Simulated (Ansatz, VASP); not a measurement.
## One calculation of Au, two programs

INCAR

```
SYSTEM = Au
PREC = Accurate
ENCUT = 600
EDIFF = 1E-6
ISMEAR = -1
SIGMA = 0.05
LREAL = .False.
LASPH = .True.
NELM = 100
ALGO = Normal
ISIF = 3
LWAVE = .False.
LCHARG = .False.
GGA = PE
IBRION = 2
NSW = 60
EDIFFG = -0.005
```

File KPOINTS:

```
Automatic mesh
0
Gamma
  17 17 17
  0 0 0
```

The input POSCAR:

```
Au
1.0
    0.0000000000      2.0782718017      2.0782718017
    2.0782718017      0.0000000000      2.0782718017
    2.0782718017      2.0782718017      0.0000000000
Au
1
Direct
    0.0000000000      0.0000000000      0.0000000000
```

Input for Ansatz:

```yaml
crystal:
  lattice:
    - [0.0, 2.0782718017, 2.0782718017]
    - [2.0782718017, 0.0, 2.0782718017]
    - [2.0782718017, 2.0782718017, 0.0]
  atoms:
    - { symbol: Au, position: [0.0, 0.0, 0.0] }
kpoints:
  mp_grid: { grid: [17, 17, 17] }
scf:
  occupations: { method: fermi_dirac, width: 0.05 }
hamiltonian:
  xc: pbe
  pseudopotentials: { kind: paw }
output:
  forces: true
  stress: true
  write_density: true
  write_potential: true
  elf: true
  volumetric_format: npy
relax:
  f_tol: 0.005
  max_steps: 40
  cell: {}
```

Alike in both runs: task relaxation of cell and atoms; functional PBE; k mesh 17 × 17 × 17; occupations fermi-dirac, width 0.05 eV; no spin polarisation.

```csv
,VASP,Ansatz
version,VASP 6.6.1,Ansatz 0.2.0
potentials or method,"VASP PAW PBE potentials, release 64 (Au)","PAW with Ansatz's default frozen-core files, scalar-relativistic"
plane-wave cutoff (eV),600,420
valence electrons in the cell,11,19
```

VASP gave:

```
relaxed volume (Å³/atom)                                     : 17.94
relaxed cell length with the largest relative difference (Å) : 2.939
```

Estimate Ansatz's values.

relaxed volume (Å³/atom): 17.96; relaxed cell length with the largest relative difference (Å): 2.940.

VASP's potentials hold 11 valence electrons a cell and Ansatz's 19, so a difference there can come from the potentials and not from the codes.

Spin-orbit coupling is off throughout.
